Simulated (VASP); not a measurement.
# Mo (Fm-3m) in VASP: a series of runs

The runs below take Mo through single point, with BLYP.

Program: VASP 6.6.1. These are calculated values, not measurements. Logs are shortened: lines on timing, memory, paths and dates and some standing lists are left out, and cuts for length are marked.

## 1. The cell of the first run

Symmetry: Fm-3m, No. 225, cubic system. Conventional cell: a = 4.055 Å, b = 4.055 Å, c = 4.055 Å, α = 90.00°, β = 90.00°, γ = 90.00°. Within 3.8 Å of Mo (site symmetry m-3m) lie 12 Mo at 2.87 Å.

## 2. Single point, BLYP

File INCAR:

```
SYSTEM = Mo
PREC = Accurate
ENCUT = 520
EDIFF = 1E-6
ISMEAR = -1
SIGMA = 0.1
LREAL = .FALSE.
LASPH = .TRUE.
NELM = 60
ALGO = Normal
ISIF = 2
LWAVE = .FALSE.
LCHARG = .TRUE.
GGA = B5
ALDAX = 1.0
AGGAX = 1.0
AGGAC = 1.0
ALDAC = 0.0
LELF = .TRUE.
LVHAR = .TRUE.
NBANDS = 13
```

File KPOINTS:

```
regular mesh
0
G
  14 14 14
  0 0 0
```

File POSCAR:

```
Mo
1.0
    0.0000000000      2.0275507014      2.0275507014
    2.0275507014      0.0000000000      2.0275507014
    2.0275507014      2.0275507014      0.0000000000
Mo
1
Direct
    0.0000000000      0.0000000000      0.0000000000
```

Potentials or basis: VASP PAW PBE potentials, release 64 (Mo_sv).

Launch:

```sh
cat potpaw_PBE.64/Mo_sv/POTCAR > POTCAR
mpirun -np 1 vasp_std > vasp.out
```

OUTCAR:

```text
SYSTEM = Mo
   PREC = Accurate
   ENCUT = 520
   EDIFF = 1E-6
   ISMEAR = -1
   LREAL = .FALSE.
   LASPH = .TRUE.
   NELM = 60
   ISIF = 2
   GGA = B5

 ion  position               nearest neighbor table
   1  0.000  0.000  0.000-

  LATTYP: Found a face centered cubic cell.
 ALAT       =     4.0551014028

  Lattice vectors:

 A1 = (   0.0000000000,   2.0275507014,   2.0275507014)
 A2 = (   2.0275507014,   0.0000000000,   2.0275507014)
 A3 = (   2.0275507014,   2.0275507014,   0.0000000000)

Analysis of symmetry for initial positions (statically):
=====================================================================
 Subroutine PRICEL returns:
 Original cell was already a primitive cell.

 Routine SETGRP: Setting up the symmetry group for a
 face centered cubic supercell.

 Subroutine GETGRP returns: Found 48 space group operations
 (whereof 48 operations were pure point group operations)
 out of a pool of 48 trial point group operations.

The static configuration has the point symmetry O_h .

Analysis of symmetry for dynamics (positions and initial velocities):
=====================================================================
 Subroutine PRICEL returns:
 Original cell was already a primitive cell.

 Routine SETGRP: Setting up the symmetry group for a
 face centered cubic supercell.

 Subroutine GETGRP returns: Found 48 space group operations
 (whereof 48 operations were pure point group operations)
 out of a pool of 48 trial point group operations.

The dynamic configuration has the point symmetry O_h .

 Subroutine INISYM returns: Found 48 space group operations
 (whereof 48 operations are pure point group operations),
 and found     1 'primitive' translations

----------------------------------------------------------------------------------------

                                     Primitive cell

  volume of cell :      16.6704

  direct lattice vectors                    reciprocal lattice vectors
     0.000000000  2.027550701  2.027550701    -0.246602958  0.246602958  0.246602958
     2.027550701  0.000000000  2.027550701     0.246602958 -0.246602958  0.246602958
     2.027550701  2.027550701  0.000000000     0.246602958  0.246602958 -0.246602958

  length of vectors
     2.867389700  2.867389700  2.867389700     0.427128852  0.427128852  0.427128852

  position of ions in fractional coordinates (direct lattice)
     0.000000000  0.000000000  0.000000000

  ion indices of the primitive-cell ions
   primitive index   ion index
                 1           1

----------------------------------------------------------------------------------------

 KPOINTS: regular mesh

Automatic generation of k-mesh.
 Grid dimensions read from file:
 generate k-points for:   14   14   14

 Generating k-lattice:

  Cartesian coordinates                     Fractional coordinates (reciprocal lattice)
    -0.017614497  0.017614497  0.017614497     0.071428571  0.000000000  0.000000000
     0.017614497 -0.017614497  0.017614497     0.000000000  0.071428571  0.000000000
     0.017614497  0.017614497 -0.017614497     0.000000000  0.000000000  0.071428571

  Length of vectors
     0.030509204  0.030509204  0.030509204

  Shift w.r.t. Gamma in fractional coordinates (k-lattice)
     0.000000000  0.000000000  0.000000000

 Subroutine IBZKPT returns following result:
 ===========================================

 Found    104 irreducible k-points:

 Following reciprocal coordinates:
            Coordinates               Weight
  0.000000  0.000000  0.000000      1.000000
  0.071429  0.000000  0.000000      8.000000
  0.142857  0.000000  0.000000      8.000000
  0.214286  0.000000  0.000000      8.000000
  0.285714  0.000000  0.000000      8.000000
  0.357143  0.000000  0.000000      8.000000
[... 16 lines left out ...]
  0.214286  0.142857  0.000000     24.000000
  0.285714  0.142857  0.000000     24.000000
 [... further k-points ...]
   k-points           NKPTS =    104   k-points in BZ     NKDIM =    104   number of bands    NBANDS=     13
   number of dos      NEDOS =    301   number of ions     NIONS =      1
   total plane-waves  NPLWV =  13824
   dimension x,y,z NGX =    24 NGY =   24 NGZ =   24
   dimension x,y,z NGXF=    48 NGYF=   48 NGZF=   48
   ions per type =               1
   NGX,Y,Z   is equivalent  to a cutoff of  13.91, 13.91, 13.91 a.u.
   NGXF,Y,Z  is equivalent  to a cutoff of  27.83, 27.83, 27.83 a.u.
 SYSTEM =  Mo
   PREC   = accura    normal or accurate (medium, high low for compatibility)
   ISTART =      0    job   : 0-new  1-cont  2-samecut
   ICHARG =      2    charge: 1-file 2-atom 10-const
   ISPIN  =      1    spin polarized calculation?
   LNONCOLLINEAR =      F non collinear calculations
   LSORBIT =      F    spin-orbit coupling
   LASPH  =      T    aspherical Exc in radial PAW
   ENCUT  =  520.0 eV  38.22 Ry    6.18 a.u.   5.33  5.33  5.33*2*pi/ulx,y,z
   NELM   =     60;   NELMIN=  2; NELMDL= -5     # of ELM steps
   EDIFF  = 0.1E-05   stopping-criterion for ELM
   LREAL  =      F    real-space projection
   EDIFFG = 0.1E-04   stopping-criterion for IOM
   NSW    =      0    number of steps for IOM
   IBRION =     -1    ionic relax: 0-MD 1-quasi-New 2-CG
   NFREE  =      0    steps in history (QN), initial steepest desc. (CG)
   ISIF   =      2    stress and relaxation
   ISYM   =      2    0-nonsym 1-usesym 2-fastsym
   POTIM  = 0.5000    time-step for ionic-motion
   TEBEG  =    0.0;   TEEND  =   0.0 temperature during run
   PSTRESS=    0.0 pullay stress
   NELECT =      14.0000    total number of electrons
   NUPDOWN=      -1.0000    fix difference up-down
   EMIN   =  10.00;   EMAX   =-10.00  energy-range for DOS
   EFERMI =   0.00;   METHOD = LEGACY
   ISMEAR =    -1;   SIGMA  =   0.10  broadening in eV -4-tet -1-fermi 0-gaus
   EFERMI_NEDOS =   21; number of points for ismear=-14 and -15
   IALGO  =     38    algorithm
   IMIX   =      4    mixing-type and parameters
     AMIX     =   0.40;   BMIX     =  1.00
     AMIX_MAG =   1.60;   BMIX_MAG =  1.00
  volume/ion in A,a.u.               =      16.67       112.50
  Fermi-wavevector in a.u.,A,eV,Ry     =   1.544552  2.918780 32.458603  2.385640
  Thomas-Fermi vector in A             =   2.650056
   LORBIT       =      0    0 simple, 1 ext, 2 COOP (PROOUT), +10 PAW based schemes
   GGA     = B5    functional components
   LHFCALC =     F    Hartree Fock is set to
   AEXX    =    0.0000 exact exchange contribution
   IVDW    =     0    specifies the selected vdW correction
   LEPSILON=     F    determine dielectric tensor
   LRPA    =     F    only Hartree local field effects (RPA)
 non-spin polarized calculation
  energy-cutoff  :      520.00
  volume of cell :       16.67
 maximum number of plane-waves:       464
 NGX is ok and might be reduce to    24
   NGX = 11   NGY = 11   NGZ = 11

 number of electron      14.0000002 magnetization

 Free energy of the ion-electron system (eV)
  ---------------------------------------------------
  ext. energy  EPLUGINS =         0.00000000
  ---------------------------------------------------
  free energy    TOTEN  =        -9.13435120 eV

  energy without entropy =       -9.09094074  energy(sigma->0) =       -9.11264597

 E-fermi :  11.7559     XC(G=0): -12.3764

 val. band max:       11.7436082492   @ k =   0.3571   0.0000   0.0000
 cond. band min:      11.7755078074   @ k =   0.5000   0.1429   0.0000
 fundamental gap:      0.0318995582
 Fermi energy:        11.7558801261

 k-point     1 :       0.0000    0.0000    0.0000
  band No.  band energies     occupation
      1     -48.8087      2.00000
      2     -22.3596      2.00000
      3     -22.3596      2.00000
      4     -22.3596      2.00000
      5       5.3148      2.00000
      6      11.0248      1.99866
      7      11.0248      1.99866
      8      11.0248      1.99866
      9      13.5362      0.00000
     10      13.5362      0.00000
     11      24.9806      0.00000
     12      30.0386      0.00000
     13      30.0386      0.00000

 k-point     2 :       0.0714    0.0000    0.0000
  band No.  band energies     occupation
      1     -48.7992      2.00000
      2     -22.4198      2.00000
      3     -22.3672      2.00000
      4     -22.3672      2.00000
      5       5.5139      2.00000
      6      10.8985      1.99962
      7      11.1133      1.99677
      8      11.1133      1.99677
      9      13.4698      0.00000
     10      13.4698      0.00000
     11      25.3525      0.00000
     12      29.2140      0.00000
     13      30.3902      0.00000

 k-point     3 :       0.1429    0.0000    0.0000
  band No.  band energies     occupation
      1     -48.7727      2.00000
      2     -22.5866      2.00000
      3     -22.3886      2.00000
      4     -22.3886      2.00000
      5       6.0639      2.00000
      6      10.6149      1.99998
      7      11.3175      1.97535
      8      11.3175      1.97535
      9      13.3592      0.00000
     10      13.3592      0.00000
     11      26.2744      0.00000
     12      27.7721      0.00000
     13      31.3960      0.00000

 k-point     4 :       0.2143    0.0000    0.0000
  band No.  band energies     occupation
      1     -48.7341      2.00000
      2     -22.8227      2.00000
      3     -22.4194      2.00000
      4     -22.4194      2.00000
      5       6.7891      2.00000
      6      10.4375      2.00000
      7      11.4389      1.91933
      8      11.4389      1.91933
      9      13.4577      0.00000
     10      13.4577      0.00000
     11      26.0258      0.00000
     12      27.6811      0.00000
     13      32.9287      0.00000

 k-point     5 :       0.2857    0.0000    0.0000
  band No.  band energies     occupation
      1     -48.6909      2.00000
      2     -23.0785      2.00000
      3     -22.4532      2.00000
      4     -22.4532      2.00000
      5       7.3280      2.00000
      6      10.7645      1.99990
      7      11.3283      1.97257
      8      11.3283      1.97257
      9      13.9387      0.00000
     10      13.9387      0.00000
     11      24.8161      0.00000
     12      27.7207      0.00000
     13      34.5236      0.00000
[... 257 lines left out ...]
 k-point    22 :       0.1429    0.1429    0.0000
  band No.  band energies     occupation
      1     -48.7607      2.00000
      2     -22.5793      2.00000
      3     -22.4390      2.00000
      4     -22.4390      2.00000
      5       6.3158      2.00000
      6      10.1945      2.00000
      7      11.6435      1.50944
      8      11.6435      1.50944
      9      12.5989      0.00044
     10      13.8478      0.00000
     11      26.8587      0.00000
     12      28.8241      0.00000
     13      30.5410      0.00000

 k-point    23 :       0.2143    0.1429    0.0000
  band No.  band energies     occupation
      1     -48.7319      2.00000
      2     -22.7324      2.00000
      3     -22.4782      2.00000
      4     -22.4688      2.00000
      5       6.8916      2.00000
      6       9.8576      2.00000
      7      11.7243      1.15670
      8      11.9307      0.29653
      9      12.5484      0.00072
     10      14.0227      0.00000
     11      27.7869      0.00000
     12      28.0445      0.00000
     13      30.8309      0.00000

 k-point    24 :       0.2857    0.1429    0.0000
  band No.  band energies     occupation
      1     -48.6942      2.00000
      2     -22.9418      2.00000
      3     -22.5166      2.00000
      4     -22.5048      2.00000
      5       7.5573      2.00000
      6       9.6954      2.00000
      7      11.2941      1.98045
      8      12.0343      0.11638
      9      13.3072      0.00000
     10      14.3877      0.00000
     11      26.6105      0.00000
     12      28.6969      0.00000
     13      31.1232      0.00000

 [... further k-points ...]

------------------------ aborting loop because EDIFF is reached ----------------------------------------

  FORCE on cell =-STRESS in cart. coord.  units (eV):
  Direction    XX          YY          ZZ          XY          YZ          ZX
  --------------------------------------------------------------------------------------
  -------------------------------------------------------------------------------------
  Total        0.0798128      0.0798128      0.0798128      0.0000000     -0.0000000      0.0000000
  in kB        7.6707541      7.6707541      7.6707541      0.0000000     -0.0000000      0.0000000
  external PRESSURE =       7.6707541 kB  Pullay stress =       0.0000000 kB

 VOLUME and BASIS-vectors are now :
 -----------------------------------------------------------------------------
  energy-cutoff  :      520.00
  volume of cell :       16.67
      direct lattice vectors                 reciprocal lattice vectors
     0.000000000  2.027550701  2.027550701    -0.246602958  0.246602958  0.246602958
     2.027550701  0.000000000  2.027550701     0.246602958 -0.246602958  0.246602958
     2.027550701  2.027550701  0.000000000     0.246602958  0.246602958 -0.246602958

 POSITION                                       TOTAL-FORCE (eV/Angst)
 -----------------------------------------------------------------------------------
      0.00000      0.00000      0.00000         0.000000      0.000000     -0.000000
 -----------------------------------------------------------------------------------
    total drift:                               -0.000000     -0.000000      0.000000

  FREE ENERGIE OF THE ION-ELECTRON SYSTEM (eV)
  ---------------------------------------------------
  free  energy   TOTEN  =        -9.1343512012 eV

  energy  without entropy=       -9.0909407375  energy(sigma->0) =       -9.11264597
```

Run time: 14 s. Hardware: 1 thread of AMD EPYC 9R45 (Zen 5), shared host; peak memory 0.12 GiB.

What came out:

```yaml
Free_energy: -9.1344 eV
Pressure: 0.8 GPa
Band_gap_on_the_k_mesh: zero (band 7 reaches 15.43 eV, above the bottom of band 8 at 11.02 eV)
```

Caveat: the PAW data sets were made with another functional, which shifts forces and pressure a little.

## 3. Single point, BLYP (volume scaled by 0.88)

File INCAR:

```
AGGAC    = 1.0          
AGGAX    = 1.0          
ALDAC    = 0.0          
ALDAX    = 1.0          
ALGO     = Normal         # electronic algorithm
EDIFF    = 1E-6           # SCF threshold, eV
ENCUT    = 520            # plane-wave cutoff, eV
GGA      = B5             # functional
ISIF     = 2              # what is computed and relaxed
ISMEAR   = -1             # smearing method
LASPH    = T              # aspherical terms in the spheres
LCHARG   = F              # write CHGCAR
LREAL    = F              # projectors in reciprocal space
LWAVE    = F              # write WAVECAR
NBANDS   = 13             # bands
NELM     = 60             # most SCF steps
PREC     = Accurate       # precision mode
SIGMA    = 0.1            # smearing width, eV
```

File KPOINTS:

```
k-points
0
Gamma
  15 15 15
```

File POSCAR:

```
Mo
1.0
    0.0000000000      1.9429693384      1.9429693384
    1.9429693384      0.0000000000      1.9429693384
    1.9429693384      1.9429693384      0.0000000000
Mo
1
Direct
    0.0000000000      0.0000000000      0.0000000000
```

Potentials or basis: VASP PAW PBE potentials, release 64 (Mo_sv).

Launch:

```sh
cat potpaw_PBE.64/Mo_sv/POTCAR > POTCAR
mpirun -np 1 vasp_std > vasp.out
```

OUTCAR:

```text
EDIFF = 1E-6
   ENCUT = 520
   GGA = B5
   ISIF = 2
   ISMEAR = -1
   LASPH = T
   LREAL = F
   NELM = 60
   PREC = Accurate

 ion  position               nearest neighbor table
   1  0.000  0.000  0.000-

  LATTYP: Found a face centered cubic cell.
 ALAT       =     3.8859386768

  Lattice vectors:

 A1 = (   0.0000000000,   1.9429693384,   1.9429693384)
 A2 = (   1.9429693384,   0.0000000000,   1.9429693384)
 A3 = (   1.9429693384,   1.9429693384,   0.0000000000)

Analysis of symmetry for initial positions (statically):
[... 553 lines left out ...]
      7      13.6655      1.46523
      8      13.8115      0.77753
      9      14.6475      0.00030
     10      16.3618      0.00000
     11      30.1074      0.00000
     12      30.8902      0.00000
     13      34.0007      0.00000

 [... further k-points ...]
[... 5 lines left out ...]
  --------------------------------------------------------------------------------------
  -------------------------------------------------------------------------------------
  Total        3.4135289      3.4135289      3.4135289     -0.0000000     -0.0000000      0.0000000
  in kB      372.8089453    372.8089453    372.8089453     -0.0000000     -0.0000000      0.0000000
  external PRESSURE =     372.8089453 kB  Pullay stress =       0.0000000 kB

 VOLUME and BASIS-vectors are now :
 -----------------------------------------------------------------------------
  energy-cutoff  :      520.00
  volume of cell :       14.67
      direct lattice vectors                 reciprocal lattice vectors
     0.000000000  1.942969338  1.942969338    -0.257338080  0.257338080  0.257338080
     1.942969338  0.000000000  1.942969338     0.257338080 -0.257338080  0.257338080
     1.942969338  1.942969338  0.000000000     0.257338080  0.257338080 -0.257338080

 POSITION                                       TOTAL-FORCE (eV/Angst)
 -----------------------------------------------------------------------------------
      0.00000      0.00000      0.00000        -0.000000     -0.000000     -0.000000
 -----------------------------------------------------------------------------------
    total drift:                               -0.000000     -0.000000     -0.000000

  FREE ENERGIE OF THE ION-ELECTRON SYSTEM (eV)
  ---------------------------------------------------
  free  energy   TOTEN  =        -8.9152150020 eV

  energy  without entropy=       -8.8745331416  energy(sigma->0) =       -8.89487407
```

Wall time 11 s (1 thread of AMD EPYC 9R45 (Zen 5), shared host); peak memory 0.11 GiB.

What came out:

* Free energy: -8.9152 eV
* Pressure: 37.3 GPa
* Band gap on the k mesh: zero (band 7 reaches 18.14 eV, above the bottom of band 8 at 12.85 eV)

Caveat: the PAW data sets were made with another functional, which shifts forces and pressure a little.

(Part 1 of 2 ends here.)
